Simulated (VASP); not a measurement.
A run of VASP 6.6.1 is set up as follows.

INCAR

```
ALGO = Normal
EDIFF = 1E-6
ENCUT = 1340
GGA = CA
GGA_COMPAT = F
ISIF = 2
ISMEAR = -1
LASPH = T
LCHARG = F
LREAL = F
LWAVE = F
NBANDS = 28
NELM = 120
PREC = Accurate
SIGMA = 0.02
```

Contents of KPOINTS:

```
k-points
0
Gamma
  6 6 6
```

POSCAR

```
BaTiO3
1.0
    4.1389370486      0.0000000000      0.0000000000
    0.0000000000      2.9461173035      2.9546849188
    0.0000000000     -2.9461173035      2.9546849188
Ba Ti O
1 1 3
Direct
    0.0000000000      0.0000000000      0.0000000000
    0.5000000000      0.5124000000      0.5124000000
    0.0000000000      0.4874000000      0.4874000000
    0.5000000000      0.5052400000      0.9918400000
    0.5000000000      0.9918400000      0.5052400000
```

Potentials or basis: VASP PAW LDA potentials, release 64 (Ba_sv, Ti_sv, O_h).

Command:

```sh
$ cat potpaw_LDA.64/Ba_sv/POTCAR potpaw_LDA.64/Ti_sv/POTCAR potpaw_LDA.64/O_h/POTCAR > POTCAR
$ mpirun -np 1 vasp_std > vasp.out
```

Question: What does it give for the band gap on the k mesh?

Answer: 1.54 eV (least direct gap 1.83 eV).

Question: Predict the largest force.

Answer: 0.722 eV/Å.

Question: What does it give for the pressure?

Answer: -20.7 GPa.

Stress tensor (GPa, compression positive):
```
-20.61   0.00   0.00
  0.00 -20.45   0.00
  0.00   0.00 -20.96
```

Caveat: the cell stands under tension; spin-orbit coupling is left out, which moves the levels of the heavy elements. A k mesh can miss the band edges.
